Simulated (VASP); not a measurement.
Here is a VASP 6.6.1 calculation.

INCAR

```
SYSTEM = Na
PREC = Accurate
ENCUT = 520
EDIFF = 1E-6
ISMEAR = -1
SIGMA = 0.05
LREAL = .FALSE.
LASPH = .TRUE.
NELM = 80
ALGO = Normal
ISIF = 2
LWAVE = .FALSE.
LCHARG = .FALSE.
GGA = PE
NBANDS = 10
```

Contents of KPOINTS:

```
Automatic mesh
0
G
  12 12 12
  0 0 0
```

POSCAR

```
Na
1.0
    3.2375976705      0.0000000000      0.0000000000
    0.0000000000      3.2375976705      0.0000000000
    0.0000000000      0.0000000000      3.2375976705
Na
1
Direct
    0.0000000000      0.0000000000      0.0000000000
```

Potentials or basis: VASP PAW PBE potentials, release 64 (Na_pv).

Run with:

```sh
$ cat potpaw_PBE.64/Na_pv/POTCAR > POTCAR
$ mpirun -np 1 vasp_std > vasp.out
```

What does it give for the pressure?

1.3 GPa.
